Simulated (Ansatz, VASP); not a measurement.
# Two plane-wave programs on CdS

```
Cd S
1.0
     4.12604    0.00000    0.00000
     2.06302    3.57326    0.00000
     2.06302    1.19109    3.36890
Cd S
1 1
Direct
  0.00000 0.00000 0.00000
  0.25000 0.25000 0.25000
```

Alike in both runs: functional revPBE; dispersion D3(BJ); k mesh 6 × 6 × 6; no spin polarisation.

Ansatz relaxed the structure, and its values are those at the end. VASP's run is a single point on that final structure, the one shown.

|  | VASP | Ansatz |
| --- | --- | --- |
| version | VASP 6.6.1 | Ansatz 0.2.0 |
| potentials or method | VASP PAW PBE potentials, release 64 (Cd, S) | plane waves, PAW |
| plane-wave cutoff (eV) | 520 | 420 |
| occupations | methfessel-paxton of order 1, width 0.1 eV | methfessel-paxton of order 1 |
| valence electrons in the cell | 18 | 26 |

VASP gave:

```
pressure (GPa) : 0.3
```

Q: What did Ansatz give for the same quantities?

A: Pressure (GPa): 0.0.

VASP's potentials were made for PBE, not for revPBE. VASP's potentials hold 18 valence electrons a cell and Ansatz's 26, so a difference there can come from the potentials and not from the codes.
